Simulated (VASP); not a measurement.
# NaTbBr4 in VASP: a series of runs, part 2 of 2

VASP 6.6.1. Earlier steps stand in the parts before.

## (3) Single point, PBE

This run uses another cell than the first one, of 34.96 Å³/atom.

The input, INCAR:

```
SYSTEM = NaTbBr4
ALGO = Normal
EDIFF = 1E-6
ENCUT = 500
GGA = PE
GGA_COMPAT = .FALSE.
ISIF = 2
ISMEAR = 0
LASPH = .TRUE.
LCHARG = .FALSE.
LMAXMIX = 6
LREAL = .FALSE.
LWAVE = .FALSE.
NBANDS = 31
NELM = 200
PREC = Accurate
SIGMA = 0.1
```

The input, KPOINTS:

```
k-points
0
G
  4 4 2
  0 0 0
```

The input, POSCAR:

```
NaTbBr4
1.0
    5.3291322392      0.2992261487      0.2908989401
    0.6108459016      5.3102366349      0.2538102032
    2.0879240447      2.0293172789      7.6552432853
Na Tb Br
1 1 4
Direct
    0.0841820279      0.9135188108      1.0010732061
    0.4041643571      0.5956217435      0.4993809768
    0.4950377241      0.0253297245      0.6086981683
    0.9734033726      0.5072717663      0.3907576415
    0.4954059998      0.9549466874      0.1593848602
    0.0478065184      0.5033112675      0.8407051470
```

Potentials or basis: VASP PAW PBE potentials, release 64 (Na_pv, Tb_3, Br), 4f in core.

Launch:

```console
$ cat potpaw_PBE.64/Na_pv/POTCAR potpaw_PBE.64/Tb_3/POTCAR potpaw_PBE.64/Br/POTCAR > POTCAR
$ mpirun -np 1 vasp_std > vasp.out
```

OUTCAR:

```text
SYSTEM = NaTbBr4
   EDIFF = 1E-6
   ENCUT = 500
   GGA = PE
   ISIF = 2
   ISMEAR = 0
   LASPH = .TRUE.
   LREAL = .FALSE.
   NELM = 200
   PREC = Accurate

 ion  position               nearest neighbor table
   1  0.084  0.914  0.001-
   2  0.404  0.596  0.499-   5 2.78   6 2.78   4 2.88   3 2.88   4 2.88   3 2.89
   3  0.495  0.025  0.609-   2 2.88   2 2.89
   4  0.973  0.507  0.391-   2 2.88   2 2.88
   5  0.495  0.955  0.159-   2 2.78
   6  0.048  0.503  0.841-   2 2.78

  LATTYP: Found a triclinic cell.
 ALAT       =     5.3512769928
 B/A-ratio  =     1.2862097763
 C/A-ratio  =     1.6526803593
 COS(alpha) =     0.0004726856
 COS(beta)  =     0.4132935000
 COS(gamma) =     0.6439513851

  Lattice vectors:

 A1 = (  -0.6108459016,  -5.3102366349,  -0.2538102032)
 A2 = (   4.7182863376,  -5.0110104862,   0.0370887369)
 A3 = (  -3.8520540961,  -3.5801455047,   7.1105341420)

Analysis of symmetry for initial positions (statically):
=====================================================================
 Subroutine PRICEL returns:
 Original cell was already a primitive cell.

 Routine SETGRP: Setting up the symmetry group for a
 triclinic supercell.

 Subroutine GETGRP returns: Found  1 space group operations
 (whereof  1 operations were pure point group operations)
 out of a pool of  2 trial point group operations.

The static configuration has the point symmetry C_1 .

Analysis of symmetry for dynamics (positions and initial velocities):
=====================================================================
 Subroutine PRICEL returns:
 Original cell was already a primitive cell.

 Routine SETGRP: Setting up the symmetry group for a
 triclinic supercell.

 Subroutine GETGRP returns: Found  1 space group operations
 (whereof  1 operations were pure point group operations)
 out of a pool of  2 trial point group operations.

The dynamic configuration has the point symmetry C_1 .

 Subroutine INISYM returns: Found  1 space group operations
 (whereof  1 operations are pure point group operations),
 and found     1 'primitive' translations

----------------------------------------------------------------------------------------

                                     Primitive cell

  volume of cell :     209.7852

  direct lattice vectors                    reciprocal lattice vectors
     5.329132239  0.299226149  0.290898940     0.191319965 -0.019764207 -0.046942167
     0.610845902  5.310236635  0.253810203    -0.008105066  0.191569444 -0.048572254
     2.087924045  2.029317279  7.655243285    -0.007001427 -0.005600461  0.134023639

  length of vectors
     5.345447493  5.351276993  8.190256723     0.197983636  0.197797391  0.134323196

  position of ions in fractional coordinates (direct lattice)
     0.084182028  0.913518811  0.001073206
     0.404164357  0.595621743  0.499380977
     0.495037724  0.025329724  0.608698168
     0.973403373  0.507271766  0.390757642
     0.495406000  0.954946687  0.159384860
     0.047806518  0.503311268  0.840705147

  ion indices of the primitive-cell ions
   primitive index   ion index
                 1           1
                 2           2
                 3           3
[... 27 lines left out ...]

 Found     20 irreducible k-points:

 Following reciprocal coordinates:
            Coordinates               Weight
  0.000000  0.000000  0.000000      1.000000
  0.250000  0.000000  0.000000      2.000000
  0.500000  0.000000  0.000000      1.000000
 -0.000000  0.250000  0.000000      2.000000
  0.250000  0.250000  0.000000      2.000000
  0.500000  0.250000  0.000000      2.000000
[... 12 lines left out ...]
  0.250000  0.500000  0.500000      2.000000
  0.500000  0.500000  0.500000      1.000000
   k-points           NKPTS =     20   k-points in BZ     NKDIM =     20   number of bands    NBANDS=     31
   number of dos      NEDOS =    301   number of ions     NIONS =      6
   total plane-waves  NPLWV =  96000
   dimension x,y,z NGX =    40 NGY =   40 NGZ =   60
   dimension x,y,z NGXF=    80 NGYF=   80 NGZF=  120
   ions per type =               1   1   4
   NGX,Y,Z   is equivalent  to a cutoff of  12.44, 12.43, 12.18 a.u.
   NGXF,Y,Z  is equivalent  to a cutoff of  24.88, 24.85, 24.36 a.u.
 SYSTEM =  NaTbBr4
   PREC   = accura    normal or accurate (medium, high low for compatibility)
   ISTART =      0    job   : 0-new  1-cont  2-samecut
   ICHARG =      2    charge: 1-file 2-atom 10-const
   ISPIN  =      1    spin polarized calculation?
   LNONCOLLINEAR =      F non collinear calculations
   LSORBIT =      F    spin-orbit coupling
   LASPH  =      T    aspherical Exc in radial PAW
   ENCUT  =  500.0 eV  36.75 Ry    6.06 a.u.   9.75  9.76 14.93*2*pi/ulx,y,z
   NELM   =    200;   NELMIN=  2; NELMDL= -5     # of ELM steps
   EDIFF  = 0.1E-05   stopping-criterion for ELM
   LREAL  =      F    real-space projection
   EDIFFG = 0.1E-04   stopping-criterion for IOM
   NSW    =      0    number of steps for IOM
   IBRION =     -1    ionic relax: 0-MD 1-quasi-New 2-CG
   NFREE  =      0    steps in history (QN), initial steepest desc. (CG)
   ISIF   =      2    stress and relaxation
   ISYM   =      2    0-nonsym 1-usesym 2-fastsym
   POTIM  = 0.5000    time-step for ionic-motion
   TEBEG  =    0.0;   TEEND  =   0.0 temperature during run
   PSTRESS=    0.0 pullay stress
   NELECT =      44.0000    total number of electrons
   NUPDOWN=      -1.0000    fix difference up-down
   EMIN   =  10.00;   EMAX   =-10.00  energy-range for DOS
   EFERMI =   0.00;   METHOD = LEGACY
   ISMEAR =     0;   SIGMA  =   0.10  broadening in eV -4-tet -1-fermi 0-gaus
   EFERMI_NEDOS =   21; number of points for ismear=-14 and -15
   IALGO  =     38    algorithm
   IMIX   =      4    mixing-type and parameters
     AMIX     =   0.40;   BMIX     =  1.00
     AMIX_MAG =   1.60;   BMIX_MAG =  1.00
  volume/ion in A,a.u.               =      34.96       235.95
  Fermi-wavevector in a.u.,A,eV,Ry     =   0.972674  1.838088 12.872409  0.946095
  Thomas-Fermi vector in A             =   2.102992
   LORBIT       =      0    0 simple, 1 ext, 2 COOP (PROOUT), +10 PAW based schemes
   GGA     = PE    functional components
   LHFCALC =     F    Hartree Fock is set to
   AEXX    =    0.0000 exact exchange contribution
   IVDW    =     0    specifies the selected vdW correction
   LEPSILON=     F    determine dielectric tensor
   LRPA    =     F    only Hartree local field effects (RPA)
 non-spin polarized calculation
 Gauss-broadening in eV      SIGMA  =   0.10
  energy-cutoff  :      500.00
  volume of cell :      209.79
 maximum number of plane-waves:      5350
 NGX is ok and might be reduce to    40
   NGX = 19   NGY = 19   NGZ = 29

 number of electron      43.9999994 magnetization

 Free energy of the ion-electron system (eV)
  ---------------------------------------------------
  ext. energy  EPLUGINS =         0.00000000
  ---------------------------------------------------
  free energy    TOTEN  =       -22.83129548 eV

  energy without entropy =      -22.83129548  energy(sigma->0) =      -22.83129548

 E-fermi :  -0.3078     XC(G=0):  -7.5090

 val. band max:       -0.8252295372   @ k =   0.5000   0.5000   0.0000
 cond. band min:       2.8011542829   @ k =   0.0000   0.0000   0.0000
 fundamental gap:      3.6263838202
 Fermi energy:        -0.3078103165

 k-point     1 :       0.0000    0.0000    0.0000
  band No.  band energies     occupation
      1     -22.8904      2.00000
      2     -22.8870      2.00000
      3     -22.8756      2.00000
      4     -22.7713      2.00000
      5     -22.7695      2.00000
      6     -22.6672      2.00000
[... 669 lines left out ...]
     30       7.3575      0.00000
     31       7.5397      0.00000

------------------------ aborting loop because EDIFF is reached ----------------------------------------

  FORCE on cell =-STRESS in cart. coord.  units (eV):
  Direction    XX          YY          ZZ          XY          YZ          ZX
  --------------------------------------------------------------------------------------
  -------------------------------------------------------------------------------------
  Total        0.1151466     -0.0240749      0.0367399      0.0308418      0.0242958      0.0213379
  in kB        0.8794007     -0.1838657      0.2805909      0.2355459      0.1855523      0.1629624
  external PRESSURE =       0.3253753 kB  Pullay stress =       0.0000000 kB

 VOLUME and BASIS-vectors are now :
 -----------------------------------------------------------------------------
  energy-cutoff  :      500.00
  volume of cell :      209.79
      direct lattice vectors                 reciprocal lattice vectors
     5.329132239  0.299226149  0.290898940     0.191319965 -0.019764207 -0.046942167
     0.610845902  5.310236635  0.253810203    -0.008105066  0.191569444 -0.048572254
     2.087924045  2.029317279  7.655243285    -0.007001427 -0.005600461  0.134023639

 POSITION                                       TOTAL-FORCE (eV/Angst)
 -----------------------------------------------------------------------------------
      1.00888      4.87837      0.26456        -0.002364      0.011027     -0.011820
      3.56035      4.29723      4.09163        -0.011299      0.020685      0.033913
      3.92451      1.51788      4.81017        -0.012787     -0.004934     -0.008629
      6.31313      3.77797      3.40326         0.024203     -0.015404     -0.003358
      3.55619      5.54267      1.60662        -0.002904     -0.008885     -0.007347
      2.31754      4.39306      6.57745         0.005152     -0.002490     -0.002759
 -----------------------------------------------------------------------------------
    total drift:                               -0.000704      0.000449      0.000631

  FREE ENERGIE OF THE ION-ELECTRON SYSTEM (eV)
  ---------------------------------------------------
  free  energy   TOTEN  =       -22.8312954845 eV

  energy  without entropy=      -22.8312954845  energy(sigma->0) =      -22.83129548
```

Run time: 79 s. Hardware: 1 thread of Intel Xeon 6975P-C (Granite Rapids), shared host; peak memory 0.36 GiB.

What came out:

```
Free energy            : -22.8313 eV
Pressure               : 0.0 GPa
Largest force          : 0.041 eV/Å
Band gap on the k mesh : 3.63 eV (least direct gap 3.80 eV)
```

Forces in eV/Å, atoms in the order of the input:
```
Na  -0.002  0.011 -0.012
Tb  -0.011  0.021  0.034
Br  -0.013 -0.005 -0.009
Br   0.024 -0.015 -0.003
Br  -0.003 -0.009 -0.007
Br   0.005 -0.002 -0.003
```

Caveat: the k points lie up to 0.42 Å⁻¹ apart; spin-orbit coupling is left out, which moves the levels of the heavy elements; the 4f electrons are frozen in the core, so they carry no moment and show no levels. A k mesh can miss the band edges.

## (4) Single point, PBE

This run uses another cell than the first one, of 35.01 Å³/atom.

The input, INCAR:

```
ALGO = Normal ; EDIFF = 1E-6
ENCUT = 500 ; GGA = PE
GGA_COMPAT = F ; ISIF = 2
ISMEAR = 0 ; LASPH = T
LCHARG = F ; LMAXMIX = 6
LREAL = F ; LWAVE = F
NBANDS = 31 ; NELM = 200
PREC = Accurate ; SIGMA = 0.1
```

The input, KPOINTS:

```
k-points
0
Gamma
  4 4 4
```

The input, POSCAR:

```
NaTbBr4
1.0
    4.1000061221     -3.4373903193     -0.0037168527
    4.1000061221      3.4373903193     -0.0037168527
   -3.4258277152      0.0000000000      7.4561186148
Na Tb Br
1 1 4
Direct
    0.9167547052      0.0832452948      0.5000000000
    0.5976909888      0.4023090112      0.0000000000
    0.0268206376      0.4926399919      0.8914281658
    0.5073600081      0.9731793624      0.1085718342
    0.9524671498      0.4939662329      0.3402744369
    0.5060337671      0.0475328502      0.6597255631
```

Potentials or basis: VASP PAW PBE potentials, release 64 (Na_pv, Tb_3, Br), 4f in core.

Launch:

```console
$ cat potpaw_PBE.64/Na_pv/POTCAR potpaw_PBE.64/Tb_3/POTCAR potpaw_PBE.64/Br/POTCAR > POTCAR
$ mpirun -np 1 vasp_std > vasp.out
```

OUTCAR:

```text
EDIFF = 1E-6
   ENCUT = 500
   GGA = PE
   ISIF = 2
   ISMEAR = 0
   LASPH = T
   LREAL = F
   NELM = 200
   PREC = Accurate

 ion  position               nearest neighbor table
   1  0.917  0.083  0.500-
   2  0.598  0.402  0.000-   5 2.77   6 2.77   3 2.88   4 2.88   4 2.89   3 2.89
   3  0.027  0.493  0.891-   2 2.88   2 2.89
   4  0.507  0.973  0.109-   2 2.88   2 2.89
   5  0.952  0.494  0.340-   2 2.77
   6  0.506  0.048  0.660-   2 2.77

[... 1021 lines left out ...]
  -------------------------------------------------------------------------------------
  Total        0.1262431      0.0287646      0.1502776      0.0000000      0.0000000      0.0489089
  in kB        0.9628155      0.2193783      1.1461191      0.0000000      0.0000000      0.3730122
  external PRESSURE =       0.7761043 kB  Pullay stress =       0.0000000 kB

 VOLUME and BASIS-vectors are now :
 -----------------------------------------------------------------------------
  energy-cutoff  :      500.00
  volume of cell :      210.08
      direct lattice vectors                 reciprocal lattice vectors
     4.100006122 -3.437390319 -0.003716853     0.122001855 -0.145459187  0.056055618
     4.100006122  3.437390319 -0.003716853     0.122001855  0.145459187  0.056055618
    -3.425827715  0.000000000  7.456118615     0.000121635  0.000000000  0.134173925

 POSITION                                       TOTAL-FORCE (eV/Angst)
 -----------------------------------------------------------------------------------
      2.38709     -2.86510      3.72434         0.000000     -0.005555      0.000000
      4.10001     -0.67160     -0.00372        -0.000000      0.029739     -0.000000
     -0.92409      1.60120      6.64466         0.007104     -0.000534      0.010661
      5.69827      1.60120      0.80402        -0.007104     -0.000534     -0.010661
      4.76466     -1.57605      2.53175         0.018007     -0.011559      0.041832
      0.00952     -1.57605      4.91693        -0.018007     -0.011559     -0.041832
 -----------------------------------------------------------------------------------
    total drift:                               -0.000000     -0.001220      0.000000

  FREE ENERGIE OF THE ION-ELECTRON SYSTEM (eV)
  ---------------------------------------------------
  free  energy   TOTEN  =       -22.8333659376 eV

  energy  without entropy=      -22.8333659376  energy(sigma->0) =      -22.83336594
```

OSZICAR:

```text
N       E                     dE             d eps       ncg     rms          rms(c)
DAV:   1     0.340460965930E+03    0.34046E+03   -0.18645E+04  1496   0.120E+03
DAV:   2     0.115555616788E+02   -0.32891E+03   -0.31671E+03  1856   0.299E+02
DAV:   3    -0.225800891782E+02   -0.34136E+02   -0.33865E+02  1817   0.951E+01
DAV:   4    -0.234196995058E+02   -0.83961E+00   -0.83752E+00  1846   0.180E+01
DAV:   5    -0.234373387752E+02   -0.17639E-01   -0.17636E-01  1889   0.241E+00    0.210E+01
DAV:   6    -0.228406701176E+02    0.59667E+00   -0.96915E-01  1967   0.424E+00    0.138E+01
DAV:   7    -0.228619955203E+02   -0.21325E-01   -0.93136E-01  1964   0.422E+00    0.157E+00
DAV:   8    -0.228314287413E+02    0.30567E-01   -0.20720E-01  1869   0.222E+00    0.347E-01
DAV:   9    -0.228321786127E+02   -0.74987E-03   -0.11094E-02  1726   0.560E-01    0.253E-01
DAV:  10    -0.228328502815E+02   -0.67167E-03   -0.11842E-03  1966   0.155E-01    0.132E-01
DAV:  11    -0.228333085900E+02   -0.45831E-03   -0.43347E-04  1642   0.111E-01    0.722E-02
DAV:  12    -0.228333115867E+02   -0.29967E-05   -0.37136E-05  1994   0.339E-02    0.219E-02
DAV:  13    -0.228333640281E+02   -0.52441E-04   -0.59867E-05  1614   0.356E-02    0.988E-03
DAV:  14    -0.228333654729E+02   -0.14447E-05   -0.17020E-06  1785   0.720E-03    0.426E-03
DAV:  15    -0.228333659376E+02   -0.46471E-06   -0.48875E-07  1258   0.407E-03
   1 F= -.22833366E+02 E0= -.22833366E+02  d E =-.157857E-14
```

stdout:

```text
POSCAR found type information on POSCAR NaTbBr
 POSCAR found :  3 types and       6 ions
 scaLAPACK will be used
 LDA part: xc-table for (Slater+PW92), standard interpolation
 POSCAR, INCAR and KPOINTS ok, starting setup
 FFT: planning ... GRIDC
 FFT: planning ... GRID_SOFT
 FFT: planning ... GRID
 WAVECAR not read
 entering main loop
```

Wall time 92 s (1 thread of Intel Xeon 6975P-C (Granite Rapids), shared host); peak memory 0.38 GiB.

What came out:

* Free energy: -22.8334 eV
* Pressure: 0.1 GPa
* Largest force: 0.047 eV/Å
* Band gap on the k mesh: 3.64 eV (least direct gap 3.81 eV)

Forces on the atoms (eV/Å):
```
Na   0.000 -0.006  0.000
Tb   0.000  0.030  0.000
Br   0.007 -0.001  0.011
Br  -0.007 -0.001 -0.011
Br   0.018 -0.012  0.042
Br  -0.018 -0.012 -0.042
```

Caveat: spin-orbit coupling is left out, which moves the levels of the heavy elements; the 4f electrons are frozen in the core, so they carry no moment and show no levels. A k mesh can miss the band edges.

## (5) The runs side by side

```csv
cell,k mesh,gap on the mesh (eV),pressure (GPa),largest force (eV/Å)
"a = 5.008, b = 5.212, c = 7.844 Å, angles 77.9, 79.3, 86.9°, 6 atoms, atomic positions A",4 × 4 × 2,3.59,0.2,0.07
"a = 5.345, b = 5.351, c = 8.190 Å, angles 71.4, 71.4, 80.1°, 6 atoms, atomic positions B",4 × 4 × 2,3.63,0.0,0.04
"a = 5.350, b = 5.350, c = 8.205 Å, angles 108.7, 108.7, 80.0°, 6 atoms, atomic positions C",4 × 4 × 4,3.64,0.1,0.05
```

Alike in all rows: task single point; level PBE; potentials or basis VASP PAW PBE potentials, release 64 (Na_pv, Tb_3, Br), 4f in core; no spin polarisation; cutoff (eV) 500; smearing gaussian 0.1 eV.

Caveats: some runs use coarse meshes; spin-orbit coupling is left out, which moves the levels of the heavy elements; the 4f electrons are frozen in the core, so they carry no moment and show no levels.

Total energies depend on the potentials used, so only differences within one code and one set of settings carry meaning.
